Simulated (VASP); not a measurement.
# RbCl (Fm-3m) in VASP: density of states with PBE

Aim: the density of states of RbCl with PBE.

Program: VASP 6.6.1. These are calculated values, not measurements. Logs are shortened: lines on timing, memory, paths and dates and some standing lists are left out, and cuts for length are marked.

### Step 1. The cell of the first run

It takes space group Fm-3m (No. 225, cubic). The conventional cell has a = 6.698 Å, b = 6.698 Å, c = 6.698 Å, α = 90.00°, β = 90.00°, γ = 90.00°. Rb (site symmetry m-3m) has 6 Cl at 3.35 Å within 4.4 Å. Within 4.4 Å of Cl (site symmetry m-3m) lie 6 Rb at 3.35 Å.

### Step 2. Density of states, PBE

The input, POSCAR:

```
RbCl
1.0
    0.0000000000      3.3491260998      3.3491260998
    3.3491260998      0.0000000000      3.3491260998
    3.3491260998      3.3491260998      0.0000000000
Rb Cl
1 1
Direct
    0.0000000000      0.0000000000      0.0000000000
    0.5000000000      0.5000000000      0.5000000000
```

The input, INCAR.step1:

```
SYSTEM = RbCl
PREC     = Accurate       ! precision mode
ENCUT    = 400            ! plane-wave cutoff, eV
EDIFF    = 1E-6           ! SCF threshold, eV
ISMEAR   = 0              ! smearing method
SIGMA    = 0.02           ! smearing width, eV
LREAL    = .FALSE.        ! projectors in reciprocal space
LASPH    = .TRUE.         ! aspherical terms in the spheres
NELM     = 120            ! most SCF steps
ALGO     = Normal         ! electronic algorithm
ISIF     = 2              ! what is computed and relaxed
LWAVE    = .FALSE.        ! write WAVECAR
LCHARG   = .TRUE.         ! write CHGCAR
GGA      = PE             ! functional
NBANDS   = 15             ! bands
GGA_COMPAT= .FALSE.      
NEDOS    = 2001           ! points of the DOS
LORBIT   = 11             ! projections on sites
```

The input, KPOINTS.step1:

```
regular mesh
0
G
  6 6 6
  0 0 0
```

The input, INCAR.step2:

```
SYSTEM = RbCl
PREC     = Accurate       ! precision mode
ENCUT    = 400            ! plane-wave cutoff, eV
EDIFF    = 1E-6           ! SCF threshold, eV
ISMEAR   = -5             ! smearing method
SIGMA    = 0.02           ! smearing width, eV
LREAL    = .FALSE.        ! projectors in reciprocal space
LASPH    = .TRUE.         ! aspherical terms in the spheres
NELM     = 120            ! most SCF steps
ALGO     = Normal         ! electronic algorithm
ISIF     = 2              ! what is computed and relaxed
LWAVE    = .FALSE.        ! write WAVECAR
LCHARG   = .FALSE.        ! write CHGCAR
GGA      = PE             ! functional
LORBIT   = 11             ! projections on sites
NEDOS    = 2001           ! points of the DOS
ICHARG   = 11             ! starting density
GGA_COMPAT= .FALSE.
```

The input, KPOINTS.step2:

```
regular mesh
0
G
  9 9 9
  0 0 0
```

Potentials or basis: VASP PAW PBE potentials, release 64 (Rb_sv, Cl).

The run is started by

```
$ cat potpaw_PBE.64/Rb_sv/POTCAR potpaw_PBE.64/Cl/POTCAR > POTCAR
$ cp INCAR.step1 INCAR
$ cp KPOINTS.step1 KPOINTS
$ mpirun -np 1 vasp_std > vasp.out
$ cp INCAR.step2 INCAR
$ cp KPOINTS.step2 KPOINTS
$ mpirun -np 1 vasp_std > vasp.out
```

OUTCAR:

```text
SYSTEM = RbCl
   PREC = Accurate
   ENCUT = 400
   EDIFF = 1E-6
   ISMEAR = -5
   LREAL = .FALSE.
   LASPH = .TRUE.
   NELM = 120
   ISIF = 2
   GGA = PE
   LORBIT = 11
   ICHARG = 11

 ion  position               nearest neighbor table
   1  0.000  0.000  0.000-   2 3.35   2 3.35   2 3.35   2 3.35   2 3.35   2 3.35
   2  0.500  0.500  0.500-   1 3.35   1 3.35   1 3.35   1 3.35   1 3.35   1 3.35

  LATTYP: Found a face centered cubic cell.
 ALAT       =     6.6982521996

  Lattice vectors:

 A1 = (   0.0000000000,   3.3491260998,   3.3491260998)
 A2 = (   3.3491260998,   0.0000000000,   3.3491260998)
 A3 = (   3.3491260998,   3.3491260998,   0.0000000000)

Analysis of symmetry for initial positions (statically):
=====================================================================
 Subroutine PRICEL returns:
 Original cell was already a primitive cell.

 Routine SETGRP: Setting up the symmetry group for a
 face centered cubic supercell.

 Subroutine GETGRP returns: Found 48 space group operations
 (whereof 48 operations were pure point group operations)
 out of a pool of 48 trial point group operations.

The static configuration has the point symmetry O_h .

Analysis of symmetry for dynamics (positions and initial velocities):
=====================================================================
 Subroutine PRICEL returns:
 Original cell was already a primitive cell.

 Routine SETGRP: Setting up the symmetry group for a
 face centered cubic supercell.

 Subroutine GETGRP returns: Found 48 space group operations
 (whereof 48 operations were pure point group operations)
 out of a pool of 48 trial point group operations.

The dynamic configuration has the point symmetry O_h .

 Subroutine INISYM returns: Found 48 space group operations
 (whereof 48 operations are pure point group operations),
 and found     1 'primitive' translations

----------------------------------------------------------------------------------------

                                     Primitive cell

  volume of cell :      75.1319

  direct lattice vectors                    reciprocal lattice vectors
     0.000000000  3.349126100  3.349126100    -0.149292677  0.149292677  0.149292677
     3.349126100  0.000000000  3.349126100     0.149292677 -0.149292677  0.149292677
     3.349126100  3.349126100  0.000000000     0.149292677  0.149292677 -0.149292677

  length of vectors
     4.736379552  4.736379552  4.736379552     0.258582501  0.258582501  0.258582501

  position of ions in fractional coordinates (direct lattice)
     0.000000000  0.000000000  0.000000000
     0.500000000  0.500000000  0.500000000

[... 97 lines left out ...]
     AMIX     =   0.40;   BMIX     =  1.00
     AMIX_MAG =   1.60;   BMIX_MAG =  1.00
  volume/ion in A,a.u.               =      37.57       253.51
  Fermi-wavevector in a.u.,A,eV,Ry     =   0.977627  1.847448 13.003838  0.955755
  Thomas-Fermi vector in A             =   2.108340
   LORBIT       =     11    0 simple, 1 ext, 2 COOP (PROOUT), +10 PAW based schemes
   GGA     = PE    functional components
   LHFCALC =     F    Hartree Fock is set to
   AEXX    =    0.0000 exact exchange contribution
   IVDW    =     0    specifies the selected vdW correction
   LEPSILON=     F    determine dielectric tensor
   LRPA    =     F    only Hartree local field effects (RPA)
 non-spin polarized calculation
 Fermi weights with tetrahedron method with Bloechl corrections
  energy-cutoff  :      400.00
  volume of cell :       75.13
 maximum number of plane-waves:      1384

 number of electron      16.0000001 magnetization

 Free energy of the ion-electron system (eV)
  ---------------------------------------------------
  ext. energy  EPLUGINS =         0.00000000
  ---------------------------------------------------
  free energy    TOTEN  =        -6.67596458 eV

  energy without entropy =       -6.67596458  energy(sigma->0) =       -6.67596458

 E-fermi :  -2.0518     XC(G=0):  -7.1419

 val. band max:       -2.0667948502   @ k =   0.0000   0.0000   0.0000
 cond. band min:       2.7655036886   @ k =   0.0000   0.0000   0.0000
 fundamental gap:      4.8322985388
 Fermi energy:        -2.0517725799

 k-point     1 :       0.0000    0.0000    0.0000
  band No.  band energies     occupation
      1     -26.1184      2.00000
      2     -14.0219      2.00000
      3     -10.1674      2.00000
      4     -10.1674      2.00000
      5     -10.1674      2.00000
      6      -2.0668      2.00000
      7      -2.0668      2.00000
      8      -2.0668      2.00000
      9       2.7655      0.00000
     10       5.8860      0.00000
     11       5.8860      0.00000
     12       5.8860      0.00000
[... 331 lines left out ...]
 k-point    24 :       0.4444    0.4444    0.0000
  band No.  band energies     occupation
      1     -26.1034      2.00000
      2     -13.9829      2.00000
      3     -10.3606      2.00000
      4     -10.2475      2.00000
      5     -10.2475      2.00000
      6      -2.4156      2.00000
      7      -2.1701      2.00000
      8      -2.1701      2.00000
      9       4.2041      0.00000
     10       5.5866      0.00000
     11       7.5129      0.00000
     12       7.8393      0.00000

 [... further k-points ...]

------------------------ aborting loop because EDIFF is reached ----------------------------------------

  FORCE on cell =-STRESS in cart. coord.  units (eV):
  Direction    XX          YY          ZZ          XY          YZ          ZX
  --------------------------------------------------------------------------------------
  -------------------------------------------------------------------------------------
  Total        0.0008192      0.0008192      0.0008192     -0.0000000      0.0000000     -0.0000000
  in kB        0.0174699      0.0174699      0.0174699     -0.0000000      0.0000000     -0.0000000
  external PRESSURE =       0.0174699 kB  Pullay stress =       0.0000000 kB

 VOLUME and BASIS-vectors are now :
 -----------------------------------------------------------------------------
  energy-cutoff  :      400.00
  volume of cell :       75.13
      direct lattice vectors                 reciprocal lattice vectors
     0.000000000  3.349126100  3.349126100    -0.149292677  0.149292677  0.149292677
     3.349126100  0.000000000  3.349126100     0.149292677 -0.149292677  0.149292677
     3.349126100  3.349126100  0.000000000     0.149292677  0.149292677 -0.149292677

 POSITION                                       TOTAL-FORCE (eV/Angst)
 -----------------------------------------------------------------------------------
      0.00000      0.00000      0.00000        -0.000000     -0.000000     -0.000000
      3.34913      3.34913      3.34913         0.000000      0.000000      0.000000
 -----------------------------------------------------------------------------------
    total drift:                                0.000000     -0.000000     -0.000000

  FREE ENERGIE OF THE ION-ELECTRON SYSTEM (eV)
  ---------------------------------------------------
  free  energy   TOTEN  =        -6.6759645792 eV

  energy  without entropy=       -6.6759645792  energy(sigma->0) =       -6.67596458

 total charge

# of ion       s       p       d       tot
------------------------------------------
    1        1.938   5.357   0.020   7.315
    2        1.589   3.555   0.000   5.143
--------------------------------------------------
tot          3.527   8.911   0.020  12.458
```

OUTCAR.step1:

```text
SYSTEM = RbCl
   PREC = Accurate
   ENCUT = 400
   EDIFF = 1E-6
   ISMEAR = 0
   LREAL = .FALSE.
   LASPH = .TRUE.
   NELM = 120
   ISIF = 2
   GGA = PE
   LORBIT = 11
[... 498 lines left out ...]
    total drift:                                0.000000     -0.000000     -0.000000

  FREE ENERGIE OF THE ION-ELECTRON SYSTEM (eV)
  ---------------------------------------------------
  free  energy   TOTEN  =        -6.6759506760 eV

  energy  without entropy=       -6.6759506760  energy(sigma->0) =       -6.67595068

 total charge

# of ion       s       p       d       tot
------------------------------------------
    1        1.938   5.357   0.020   7.315
    2        1.589   3.555   0.000   5.143
--------------------------------------------------
tot          3.527   8.911   0.020  12.458
```

It took 38 s on 1 thread of Intel Xeon 8259CL, shared host; peak memory 0.17 GiB.

What came out:

| Property | Result |
| --- | --- |
| Valence electrons inside the program's atomic spheres | Rb 7.32; Cl 5.14 |
